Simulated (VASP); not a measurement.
# Tl3S2 (P-3m1) in VASP: single point with PBE

Aim: the single point of Tl3S2 with PBE.

All numbers are computed with VASP 6.6.1; they aren't measurements. Logs are shortened: lines on timing, memory, paths and dates and some standing lists are left out, and cuts for length are marked.

## (1) The cell of the first run

Symmetry: P-3m1, No. 164, trigonal system. Conventional cell: a = 5.074 Å, b = 5.074 Å, c = 6.735 Å, α = 90.00°, β = 90.00°, γ = 120.00°. Tl (site symmetry -3m) has 6 S at 3.35 Å and 6 Tl at 3.62 Å within 4.4 Å. Tl (site symmetry 3m) has 5 S at 2.97 to 3.75 Å and 6 Tl at 3.62 to 3.84 Å within 3.9 Å. Within 3.9 Å of S (site symmetry 3m) lie 8 Tl at 2.97 to 3.75 Å.

## (2) Single point, PBE

The input, INCAR:

```
ALGO     = Normal         # electronic algorithm
EDIFF    = 1E-7           # SCF threshold, eV
ENCUT    = 520            # plane-wave cutoff, eV
GGA      = PE             # functional
ISIF     = 2              # what is computed and relaxed
ISMEAR   = 0              # smearing method
LASPH    = T              # aspherical terms in the spheres
LCHARG   = F              # write CHGCAR
LREAL    = F              # projectors in reciprocal space
LWAVE    = F              # write WAVECAR
NBANDS   = 34             # bands
NELM     = 80             # most SCF steps
PREC     = Accurate       # precision mode
SIGMA    = 0.1            # smearing width, eV
```

The input, KPOINTS:

```
k-points
0
Gamma
  12 12 6
```

The input, POSCAR:

```
Tl3S2
1.0
    5.0741253329      0.0000000000      0.0000000000
   -2.5370626664      4.3943214403      0.0000000000
    0.0000000000      0.0000000000      6.7348580893
Tl S
3 2
Direct
    0.0000000000      0.0000000000      0.0000000000
    0.3333333333      0.6666666667      0.6837712300
    0.6666666667      0.3333333333      0.3162287700
    0.3333333333      0.6666666667      0.2409869847
    0.6666666667      0.3333333333      0.7590130153
```

Potentials or basis: VASP PAW PBE potentials, release 64 (Tl_d, S).

Started as:

```
$ cat potpaw_PBE.64/Tl_d/POTCAR potpaw_PBE.64/S/POTCAR > POTCAR
$ mpirun -np 1 vasp_std > vasp.out
```

OUTCAR:

```text
EDIFF = 1E-7
   ENCUT = 520
   GGA = PE
   ISIF = 2
   ISMEAR = 0
   LASPH = T
   LREAL = F
   NELM = 80
   PREC = Accurate

 ion  position               nearest neighbor table
   1  0.000  0.000  0.000-   4 3.35   5 3.35   4 3.35   5 3.35   5 3.35   4 3.35   2 3.62   3 3.62
                             2 3.62   3 3.62   2 3.62   3 3.62
   2  0.333  0.667  0.684-   5 2.97   5 2.97   5 2.97   4 2.98   1 3.62   1 3.62   1 3.62   3 3.84
                             3 3.84   3 3.84
   3  0.667  0.333  0.316-   4 2.97   4 2.97   4 2.97   5 2.98   1 3.62   1 3.62   1 3.62   2 3.84
                             2 3.84   2 3.84
   4  0.333  0.667  0.241-   3 2.97   3 2.97   3 2.97   2 2.98   1 3.35   1 3.35   1 3.35
   5  0.667  0.333  0.759-   2 2.97   2 2.97   2 2.97   3 2.98   1 3.35   1 3.35   1 3.35

  LATTYP: Found a hexagonal cell.
 ALAT       =     5.0741253329
 C/A-ratio  =     1.3272943902

  Lattice vectors:

 A1 = (   5.0741253329,   0.0000000000,   0.0000000000)
 A2 = (  -2.5370626664,   4.3943214403,   0.0000000000)
 A3 = (   0.0000000000,   0.0000000000,   6.7348580893)

Analysis of symmetry for initial positions (statically):
=====================================================================
 Subroutine PRICEL returns:
 Original cell was already a primitive cell.

 Routine SETGRP: Setting up the symmetry group for a
 hexagonal supercell.

 Subroutine GETGRP returns: Found 12 space group operations
 (whereof 12 operations were pure point group operations)
 out of a pool of 24 trial point group operations.

The static configuration has the point symmetry D_3d.

Analysis of symmetry for dynamics (positions and initial velocities):
=====================================================================
 Subroutine PRICEL returns:
 Original cell was already a primitive cell.

 Routine SETGRP: Setting up the symmetry group for a
 hexagonal supercell.

 Subroutine GETGRP returns: Found 12 space group operations
 (whereof 12 operations were pure point group operations)
 out of a pool of 24 trial point group operations.

The dynamic configuration has the point symmetry D_3d.

 Subroutine INISYM returns: Found 12 space group operations
 (whereof 12 operations are pure point group operations),
 and found     1 'primitive' translations

----------------------------------------------------------------------------------------

                                     Primitive cell

  volume of cell :     150.1694

  direct lattice vectors                    reciprocal lattice vectors
     5.074125333  0.000000000  0.000000000     0.197078301  0.113783210  0.000000000
    -2.537062666  4.394321440  0.000000000     0.000000000  0.227566420  0.000000000
     0.000000000  0.000000000  6.734858089     0.000000000  0.000000000  0.148481228

  length of vectors
     5.074125333  5.074125333  6.734858089     0.227566420  0.227566420  0.148481228

  position of ions in fractional coordinates (direct lattice)
     0.000000000  0.000000000  0.000000000
     0.333333333  0.666666667  0.683771230
     0.666666667  0.333333333  0.316228770
     0.333333333  0.666666667  0.240986985
     0.666666667  0.333333333  0.759013015

  ion indices of the primitive-cell ions
   primitive index   ion index
                 1           1
                 2           2
                 3           3
                 4           4
                 5           5

----------------------------------------------------------------------------------------

 KPOINTS: k-points

Automatic generation of k-mesh.
 Grid dimensions read from file:
 generate k-points for:   12   12    6

 Generating k-lattice:

  Cartesian coordinates                     Fractional coordinates (reciprocal lattice)
     0.016423192  0.009481934  0.000000000     0.083333333  0.000000000  0.000000000
     0.000000000  0.018963868  0.000000000     0.000000000  0.083333333  0.000000000
     0.000000000  0.000000000  0.024746871     0.000000000  0.000000000  0.166666667

  Length of vectors
     0.018963868  0.018963868  0.024746871

  Shift w.r.t. Gamma in fractional coordinates (k-lattice)
     0.000000000  0.000000000  0.000000000

 Subroutine IBZKPT returns following result:
 ===========================================

 Found    100 irreducible k-points:

 Following reciprocal coordinates:
            Coordinates               Weight
  0.000000  0.000000  0.000000      1.000000
  0.083333 -0.000000  0.000000      6.000000
  0.166667  0.000000  0.000000      6.000000
  0.250000  0.000000  0.000000      6.000000
  0.333333  0.000000  0.000000      6.000000
  0.416667  0.000000  0.000000      6.000000
[... 16 lines left out ...]
  0.166667  0.000000  0.166667      6.000000
  0.000000  0.166667  0.166667      6.000000
 [... further k-points ...]
   k-points           NKPTS =    100   k-points in BZ     NKDIM =    100   number of bands    NBANDS=     34
   number of dos      NEDOS =    301   number of ions     NIONS =      5
   total plane-waves  NPLWV =  80000
   dimension x,y,z NGX =    40 NGY =   40 NGZ =   50
   dimension x,y,z NGXF=    80 NGYF=   80 NGZF=  100
   ions per type =               3   2
   NGX,Y,Z   is equivalent  to a cutoff of  13.11, 13.11, 12.34 a.u.
   NGXF,Y,Z  is equivalent  to a cutoff of  26.21, 26.21, 24.68 a.u.
 SYSTEM =  unknown system
   PREC   = accura    normal or accurate (medium, high low for compatibility)
   ISTART =      0    job   : 0-new  1-cont  2-samecut
   ICHARG =      2    charge: 1-file 2-atom 10-const
   ISPIN  =      1    spin polarized calculation?
   LNONCOLLINEAR =      F non collinear calculations
   LSORBIT =      F    spin-orbit coupling
   LASPH  =      T    aspherical Exc in radial PAW
   ENCUT  =  520.0 eV  38.22 Ry    6.18 a.u.   9.43  9.43 12.52*2*pi/ulx,y,z
   NELM   =     80;   NELMIN=  2; NELMDL= -5     # of ELM steps
   EDIFF  = 0.1E-06   stopping-criterion for ELM
   LREAL  =      F    real-space projection
   EDIFFG = 0.1E-05   stopping-criterion for IOM
   NSW    =      0    number of steps for IOM
   IBRION =     -1    ionic relax: 0-MD 1-quasi-New 2-CG
   NFREE  =      0    steps in history (QN), initial steepest desc. (CG)
   ISIF   =      2    stress and relaxation
   ISYM   =      2    0-nonsym 1-usesym 2-fastsym
   POTIM  = 0.5000    time-step for ionic-motion
   TEBEG  =    0.0;   TEEND  =   0.0 temperature during run
   PSTRESS=    0.0 pullay stress
   NELECT =      51.0000    total number of electrons
   NUPDOWN=      -1.0000    fix difference up-down
   EMIN   =  10.00;   EMAX   =-10.00  energy-range for DOS
   EFERMI =   0.00;   METHOD = LEGACY
   ISMEAR =     0;   SIGMA  =   0.10  broadening in eV -4-tet -1-fermi 0-gaus
   EFERMI_NEDOS =   21; number of points for ismear=-14 and -15
   IALGO  =     38    algorithm
   IMIX   =      4    mixing-type and parameters
     AMIX     =   0.40;   BMIX     =  1.00
     AMIX_MAG =   1.60;   BMIX_MAG =  1.00
  volume/ion in A,a.u.               =      30.03       202.68
  Fermi-wavevector in a.u.,A,eV,Ry     =   1.142188  2.158423 17.750083  1.304594
  Thomas-Fermi vector in A             =   2.278887
   LORBIT       =      0    0 simple, 1 ext, 2 COOP (PROOUT), +10 PAW based schemes
   GGA     = PE    functional components
   LHFCALC =     F    Hartree Fock is set to
   AEXX    =    0.0000 exact exchange contribution
   IVDW    =     0    specifies the selected vdW correction
   LEPSILON=     F    determine dielectric tensor
   LRPA    =     F    only Hartree local field effects (RPA)
 non-spin polarized calculation
 Gauss-broadening in eV      SIGMA  =   0.10
  energy-cutoff  :      520.00
  volume of cell :      150.17
 maximum number of plane-waves:      4074
 NGX is ok and might be reduce to    40
   NGX = 19   NGY = 19   NGZ = 25

 number of electron      50.9999998 magnetization

 Free energy of the ion-electron system (eV)
  ---------------------------------------------------
  ext. energy  EPLUGINS =         0.00000000
  ---------------------------------------------------
  free energy    TOTEN  =       -15.90210289 eV

  energy without entropy =      -15.88559174  energy(sigma->0) =      -15.89384732

 E-fermi :   3.8202     XC(G=0):  -8.9964

 val. band max:        3.8116376294   @ k =  -0.0833   0.3333   0.3333
 cond. band min:       3.8236588370   @ k =   0.3333   0.1667   0.1667
 fundamental gap:      0.0120212076
 Fermi energy:         3.8202267185

 k-point     1 :       0.0000    0.0000    0.0000
  band No.  band energies     occupation
      1      -8.3619      2.00000
      2      -8.1413      2.00000
      3      -7.1402      2.00000
      4      -7.1402      2.00000
      5      -7.0501      2.00000
      6      -7.0386      2.00000
[... 26 lines left out ...]
     33       9.8341      0.00000
     34       9.8341      0.00000

 k-point     2 :       0.0833   -0.0000    0.0000
  band No.  band energies     occupation
      1      -8.3476      2.00000
      2      -8.1443      2.00000
      3      -7.1378      2.00000
      4      -7.1318      2.00000
      5      -7.0487      2.00000
      6      -7.0357      2.00000
[... 26 lines left out ...]
     33       9.4290      0.00000
     34       9.6752      0.00000

 k-point     3 :       0.1667    0.0000    0.0000
  band No.  band energies     occupation
      1      -8.3090      2.00000
      2      -8.1520      2.00000
      3      -7.1310      2.00000
      4      -7.1107      2.00000
      5      -7.0442      2.00000
      6      -7.0274      2.00000
[... 26 lines left out ...]
     33       9.1689      0.00000
     34       9.4246      0.00000

 k-point     4 :       0.2500    0.0000    0.0000
  band No.  band energies     occupation
      1      -8.2582      2.00000
      2      -8.1606      2.00000
      3      -7.1212      2.00000
      4      -7.0860      2.00000
      5      -7.0366      2.00000
      6      -7.0150      2.00000
[... 26 lines left out ...]
     33       9.4434      0.00000
     34       9.5836      0.00000

 k-point     5 :       0.3333    0.0000    0.0000
  band No.  band energies     occupation
      1      -8.2146      2.00000
      2      -8.1622      2.00000
      3      -7.1106      2.00000
      4      -7.0675      2.00000
      5      -7.0282      2.00000
      6      -7.0010      2.00000
[... 621 lines left out ...]
 k-point    22 :       0.0000    0.0833    0.1667
  band No.  band energies     occupation
      1      -8.3261      2.00000
      2      -8.1365      2.00000
      3      -7.1301      2.00000
      4      -7.1258      2.00000
      5      -7.0507      2.00000
      6      -7.0374      2.00000
[... 26 lines left out ...]
     33       9.5173      0.00000
     34       9.7001      0.00000

 k-point    23 :       0.1667    0.0000    0.1667
  band No.  band energies     occupation
      1      -8.2888      2.00000
      2      -8.1442      2.00000
      3      -7.1353      2.00000
      4      -7.0986      2.00000
      5      -7.0504      2.00000
      6      -7.0337      2.00000
[... 26 lines left out ...]
     33       9.4714      0.00000
     34       9.9703      0.00000

 k-point    24 :       0.0000    0.1667    0.1667
  band No.  band energies     occupation
      1      -8.2899      2.00000
      2      -8.1437      2.00000
      3      -7.1162      2.00000
      4      -7.1139      2.00000
      5      -7.0455      2.00000
      6      -7.0266      2.00000
[... 26 lines left out ...]
     33       9.0909      0.00000
     34       9.3864      0.00000

 [... further k-points ...]
[... 5 lines left out ...]
  --------------------------------------------------------------------------------------
  -------------------------------------------------------------------------------------
  Total       -0.0463152     -0.0463152     -0.0305561     -0.0000000      0.0000000      0.0000000
  in kB       -0.4941433     -0.4941433     -0.3260076     -0.0000000      0.0000000      0.0000000
  external PRESSURE =      -0.4380981 kB  Pullay stress =       0.0000000 kB

 VOLUME and BASIS-vectors are now :
 -----------------------------------------------------------------------------
  energy-cutoff  :      520.00
  volume of cell :      150.17
      direct lattice vectors                 reciprocal lattice vectors
     5.074125333  0.000000000  0.000000000     0.197078301  0.113783210  0.000000000
    -2.537062666  4.394321440  0.000000000     0.000000000  0.227566420  0.000000000
     0.000000000  0.000000000  6.734858089     0.000000000  0.000000000  0.148481228

 POSITION                                       TOTAL-FORCE (eV/Angst)
 -----------------------------------------------------------------------------------
      0.00000      0.00000      0.00000         0.000000      0.000000      0.000000
     -0.00000      2.92955      4.60510        -0.000000     -0.000000     -0.005778
      2.53706      1.46477      2.12976        -0.000000      0.000000      0.005778
     -0.00000      2.92955      1.62301         0.000000      0.000000     -0.000725
      2.53706      1.46477      5.11184        -0.000000      0.000000      0.000725
 -----------------------------------------------------------------------------------
    total drift:                                0.000000      0.000000      0.000000

  FREE ENERGIE OF THE ION-ELECTRON SYSTEM (eV)
  ---------------------------------------------------
  free  energy   TOTEN  =       -15.9021028874 eV

  energy  without entropy=      -15.8855917432  energy(sigma->0) =      -15.89384732
```

It took 6.3 min on 1 thread of AMD EPYC 7R13 (Zen 3), shared host; peak memory 0.5 GiB.

What came out:

| Quantity | Value |
| --- | --- |
| Free energy | -15.9021 eV |
| Pressure | 0.0 GPa |
| Largest force | 0.006 eV/Å |
| Band gap on the k mesh | zero (an odd number of electrons rules out a gap without spin polarisation) |

Forces on the atoms (eV/Å):
```
Tl   0.000  0.000  0.000
Tl   0.000  0.000 -0.006
Tl   0.000  0.000  0.006
S    0.000  0.000 -0.001
S    0.000  0.000  0.001
```

Levels at points of the mesh, in eV from the Fermi level:
| k point | band 23 | band 24 | band 25 | band 26 | band 27 | band 28 | band 29 | band 30 |
| --- | --- | --- | --- | --- | --- | --- | --- | --- |
| (0.00, 0.00, 0.00) | -1.64 | -1.64 | -1.24 | -0.60 | 2.11 | 2.11 | 3.43 | 3.85 |
| (0.50, 0.00, 0.00) | -1.79 | -1.69 | -0.58 | 0.08 | 2.76 | 3.00 | 3.78 | 4.00 |
| (0.00, 0.00, 0.50) | -1.66 | -1.66 | -1.07 | -0.86 | 1.81 | 1.81 | 2.96 | 3.59 |
| (0.50, 0.00, 0.50) | -1.63 | -1.42 | -0.56 | 0.80 | 1.21 | 3.03 | 3.16 | 3.93 |

Caveat: spin-orbit coupling is left out, which moves the levels of the heavy elements.
